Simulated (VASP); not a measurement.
# BaO (Fm-3m) in VASP: settings compared, part 2 of 2

VASP 6.6.1.

**3. Single point, r2SCAN (20.02 Å³/atom)**

This run uses another cell than the first one, of 20.02 Å³/atom.

Contents of POSCAR:

```
BaO
1.0
    0.0000000000      2.7153565467      2.7153565467
    2.7153565467      0.0000000000      2.7153565467
    2.7153565467      2.7153565467      0.0000000000
Ba O
1 1
Direct
    0.0000000000      0.0000000000      0.0000000000
    0.5000000000      0.5000000000      0.5000000000
```

Contents of INCAR.step1:

```
SYSTEM = BaO
PREC = Accurate ; ENCUT = 660
ISMEAR = 0 ; SIGMA = 0.01
LREAL = .False. ; LASPH = .True.
NELM = 120 ; NBANDS = 15
GGA = PE ; ALGO = Normal
EDIFF = 1E-5 ; LWAVE = .True.
LCHARG = .False. ; GGA_COMPAT = .False.
```

Contents of INCAR.step2:

```
SYSTEM = BaO
PREC = Accurate ; ENCUT = 660
EDIFF = 1E-6 ; ISMEAR = 0
SIGMA = 0.01 ; LREAL = .False.
LASPH = .True. ; NELM = 120
ALGO = Normal ; ISIF = 2
LWAVE = .False. ; LCHARG = .False.
METAGGA = R2SCAN ; LMIXTAU = .True.
NBANDS = 15 ; ISTART = 1
GGA_COMPAT = .False.
```

Contents of KPOINTS:

```
Automatic mesh
0
Gamma
  6 6 6
  0 0 0
```

Potentials or basis: VASP PAW PBE potentials, release 64 (Ba_sv, O).

Launch:

```
> cat potpaw_PBE.64/Ba_sv/POTCAR potpaw_PBE.64/O/POTCAR > POTCAR
> cp INCAR.step1 INCAR
> mpirun -np 1 vasp_std > vasp.out
> cp INCAR.step2 INCAR
> mpirun -np 1 vasp_std > vasp.out
```

It took 31 s on 1 thread of AMD EPYC 9R45 (Zen 5), shared host; peak memory 0.16 GiB.

It converged, with:

```
Free energy            : -37.7539 eV
Pressure               : 7.5 GPa
Band gap on the k mesh : 2.08 eV
```

Levels at points of the mesh, in eV from the valence-band top:
```tsv
k point	band 4	band 5	band 6	band 7	band 8	band 9	band 10	band 11	band 12	band 13
(0.00, 0.00, 0.00)	-10.66	-10.66	-0.55	-0.55	-0.55	4.40	5.07	5.07	5.07	7.66
(0.50, 0.00, 0.00)	-10.79	-10.79	-2.23	-1.80	-1.80	5.36	7.82	7.82	9.03	11.61
(0.50, 0.50, 0.00)	-11.36	-11.36	-0.27	-0.27	0.00	2.08	6.81	9.81	10.36	10.58
```

Caveat: the cell stands under pressure; the PAW data sets were made with another functional, which shifts forces and pressure a little; spin-orbit coupling is left out, which moves the levels of the heavy elements. A k mesh can miss the band edges.

**4. Single point, r2SCAN (20.66 Å³/atom)**

This run uses another cell than the first one, of 20.66 Å³/atom.

Contents of POSCAR:

```
BaO
1.0
    0.0000000000      2.7439413478      2.7439413478
    2.7439413478      0.0000000000      2.7439413478
    2.7439413478      2.7439413478      0.0000000000
Ba O
1 1
Direct
    0.0000000000      0.0000000000      0.0000000000
    0.5000000000      0.5000000000      0.5000000000
```

Contents of INCAR.step1:

```
SYSTEM = BaO
  ALGO = Normal
  EDIFF = 1E-5
  ENCUT = 660
  GGA = PE
  GGA_COMPAT = .FALSE.
  ISMEAR = 0
  LASPH = .TRUE.
  LCHARG = .FALSE.
  LREAL = .FALSE.
  LWAVE = .TRUE.
  NBANDS = 15
  NELM = 120
  PREC = Accurate
  SIGMA = 0.01
```

Contents of INCAR.step2:

```
SYSTEM = BaO
  ALGO = Normal
  EDIFF = 1E-6
  ENCUT = 660
  GGA_COMPAT = .FALSE.
  ISIF = 2
  ISMEAR = 0
  ISTART = 1
  LASPH = .TRUE.
  LCHARG = .FALSE.
  LMIXTAU = .TRUE.
  LREAL = .FALSE.
  LWAVE = .FALSE.
  METAGGA = R2SCAN
  NBANDS = 15
  NELM = 120
  PREC = Accurate
  SIGMA = 0.01
```

Contents of KPOINTS:

```
k-points
0
G
  6 6 6
  0 0 0
```

Potentials or basis: VASP PAW PBE potentials, release 64 (Ba_sv, O).

Launch:

```
> cat potpaw_PBE.64/Ba_sv/POTCAR potpaw_PBE.64/O/POTCAR > POTCAR
> cp INCAR.step1 INCAR
> mpirun -np 1 vasp_std > vasp.out
> cp INCAR.step2 INCAR
> mpirun -np 1 vasp_std > vasp.out
```

OUTCAR:

```text
SYSTEM = BaO
   EDIFF = 1E-6
   ENCUT = 660
   ISIF = 2
   ISMEAR = 0
   ISTART = 1
   LASPH = .TRUE.
   LREAL = .FALSE.
   METAGGA = R2SCAN
   NELM = 120
   PREC = Accurate

 ion  position               nearest neighbor table
   1  0.000  0.000  0.000-   2 2.74   2 2.74   2 2.74   2 2.74   2 2.74   2 2.74
   2  0.500  0.500  0.500-   1 2.74   1 2.74   1 2.74   1 2.74   1 2.74   1 2.74

  LATTYP: Found a face centered cubic cell.
 ALAT       =     5.4878826956

  Lattice vectors:

[... 466 lines left out ...]

  FORCE on cell =-STRESS in cart. coord.  units (eV):
  Direction    XX          YY          ZZ          XY          YZ          ZX
  --------------------------------------------------------------------------------------
  -------------------------------------------------------------------------------------
  Total        1.1015873      1.1015873      1.1015873      0.0000000     -0.0000000      0.0000000
  in kB       42.7144696     42.7144696     42.7144696      0.0000000     -0.0000000      0.0000000
  external PRESSURE =      42.7144696 kB  Pullay stress =       0.0000000 kB

 VOLUME and BASIS-vectors are now :
 -----------------------------------------------------------------------------
  energy-cutoff  :      660.00
  volume of cell :       41.32
      direct lattice vectors                 reciprocal lattice vectors
     0.000000000  2.743941348  2.743941348    -0.182219638  0.182219638  0.182219638
     2.743941348  0.000000000  2.743941348     0.182219638 -0.182219638  0.182219638
     2.743941348  2.743941348  0.000000000     0.182219638  0.182219638 -0.182219638

 POSITION                                       TOTAL-FORCE (eV/Angst)
 -----------------------------------------------------------------------------------
      0.00000      0.00000      0.00000        -0.000000     -0.000000      0.000000
      2.74394      2.74394      2.74394         0.000000      0.000000     -0.000000
 -----------------------------------------------------------------------------------
    total drift:                                0.000000      0.000000      0.000000

  FREE ENERGIE OF THE ION-ELECTRON SYSTEM (eV)
  ---------------------------------------------------
  free  energy   TOTEN  =       -37.8017531374 eV

  energy  without entropy=      -37.8017531374  energy(sigma->0) =      -37.80175314
```

OUTCAR.step1:

```text
SYSTEM = BaO
   EDIFF = 1E-5
   ENCUT = 660
   GGA = PE
   ISMEAR = 0
   LASPH = .TRUE.
   LREAL = .FALSE.
[... 498 lines left out ...]
      0.00000      0.00000      0.00000         0.000000     -0.000000     -0.000000
      2.74394      2.74394      2.74394        -0.000000      0.000000      0.000000
 -----------------------------------------------------------------------------------
    total drift:                                0.000000      0.000000      0.000000

  FREE ENERGIE OF THE ION-ELECTRON SYSTEM (eV)
  ---------------------------------------------------
  free  energy   TOTEN  =       -11.7647941088 eV

  energy  without entropy=      -11.7647941088  energy(sigma->0) =      -11.76479411
```

Wall time 47 s (1 thread of AMD EPYC 9R45 (Zen 5), shared host); peak memory 0.19 GiB.

What came out:

- Free energy: -37.8018 eV
- Pressure: 4.3 GPa
- Band gap on the k mesh: 2.21 eV

Caveat: the cell stands under pressure; the PAW data sets were made with another functional, which shifts forces and pressure a little; spin-orbit coupling is left out, which moves the levels of the heavy elements.

**5. Summary**

```tsv
level	cell	cutoff (eV)	gap on the mesh (eV)	pressure (GPa)
PBE	a = 4.018 Å, angles 60.0°, 2 atoms	600	2.20	-2.3
r2SCAN	a = 3.840 Å, angles 60.0°, 2 atoms	660	2.08	7.5
r2SCAN	a = 3.881 Å, angles 60.0°, 2 atoms	660	2.21	4.3
```

Alike in all rows: task single point; potentials or basis VASP PAW PBE potentials, release 64 (Ba_sv, O); no spin polarisation; k mesh 6 × 6 × 6; smearing gaussian 0.01 eV.

Caveats: spin-orbit coupling is left out, which moves the levels of the heavy elements; the cell stands under pressure (at least some runs); the PAW data sets were made with another functional, which shifts forces and pressure a little (at least some runs).

Absolute energies hang on the potentials; compare differences alone.
